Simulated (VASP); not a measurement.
**NbFe2N3: single point with PBE**

NbFe2N3:

```
Nb Fe N
1.0
     2.39093    1.38041    3.27840
    -2.39093    1.38041    3.27840
     0.00000   -2.76081    3.27840
Nb Fe N
1 2 3
Cartesian
  0.0000 0.0000 0.0000
  0.0000 0.0000 6.2340
  0.0000 0.0000 3.6012
  -1.1955 0.6902 1.6392
  1.1955 0.6902 1.6392
  0.0000 -1.3804 1.6392
```

The cell was generated, and may not be a known phase.

```
Program                : VASP 6.6.1
Task                   : single point
Functional             : PBE
Potentials or basis    : VASP PAW PBE potentials, release 64 (Nb_sv, Fe, N)
Cutoff                 : 520 eV
k mesh                 : 6 × 6 × 6
Occupations            : gaussian, width 0.1 eV
Spin                   : collinear spin, antiferromagnetic start
Starting moments       : [0.0, -4.0, 4.0, 0.0, 0.0, 0.0] μB
Dipole correction      : no
Further INCAR settings : ALGO = Normal; EDIFF = 1e-07; NBANDS = 35
```

The pressure is -6.3 GPa. The largest force is 0.742 eV/Å and the band gap on the k mesh is zero (filled and empty bands overlap). The net moment is 0.00 μB per cell and the site moments are Nb +0.00; Fe -2.77, +2.77; N +0.00 μB. The valence electrons inside the program's atomic spheres are Nb 10.61; Fe 6.82; N 3.54.

Forces in eV/Å, atoms in the order of the input:
```
Nb   0.000  0.000  0.000
Fe   0.000  0.000  0.742
Fe   0.000  0.000 -0.742
N    0.000  0.000  0.000
N    0.000  0.000  0.000
N    0.000  0.000  0.000
```

Stress tensor (GPa, compression positive):
```
  7.20   0.00   0.00
  0.00   7.20   0.00
  0.00   0.00 -33.28
```

Levels at points of the mesh, in eV from the Fermi level:
Spin up:
```
           k point  band 19  band 20  band 21  band 22  band 23  band 24  band 25  band 26
(0.00, 0.00, 0.00)    -1.32    -0.72    -0.72     0.41     0.41     0.44     0.56     1.28
(0.50, 0.00, 0.00)    -1.50    -1.17    -0.84    -0.02     0.19     0.40     1.04     1.22
(0.50, 0.50, 0.00)    -1.67    -1.43    -0.38    -0.08     0.08     0.84     0.85     1.52
(0.50, 0.50, 0.50)    -0.82    -0.13    -0.13     0.13     0.13     0.78     1.84     1.84
```
Spin down:
```csv
k point,band 18,band 19,band 20,band 21,band 22,band 23,band 24,band 25,band 26,band 27
"(0.00, 0.00, 0.00)",-1.32,-1.32,-0.72,-0.72,0.41,0.41,0.44,0.56,1.28,1.28
"(0.50, 0.00, 0.00)",-2.05,-1.50,-1.17,-0.84,-0.02,0.19,0.40,1.04,1.22,1.55
"(0.50, 0.50, 0.00)",-1.91,-1.67,-1.43,-0.38,-0.08,0.08,0.84,0.85,1.52,2.42
"(0.50, 0.50, 0.50)",-2.44,-0.82,-0.13,-0.13,0.13,0.13,0.78,1.84,1.84,2.04
```

Wall time 100 s on 1 thread of AMD EPYC 9R45 96-Core Processor (Zen 5) (shared host), peak memory 0.25 GiB.

Caveat: the stress differs along the axes, from -33 to 7 GPa; the antiferromagnetic order is the one typed at the start, and another may lie lower. With open d or f shells a metallic result of PBE can be an artefact of self-interaction; +U or a hybrid may open a gap.
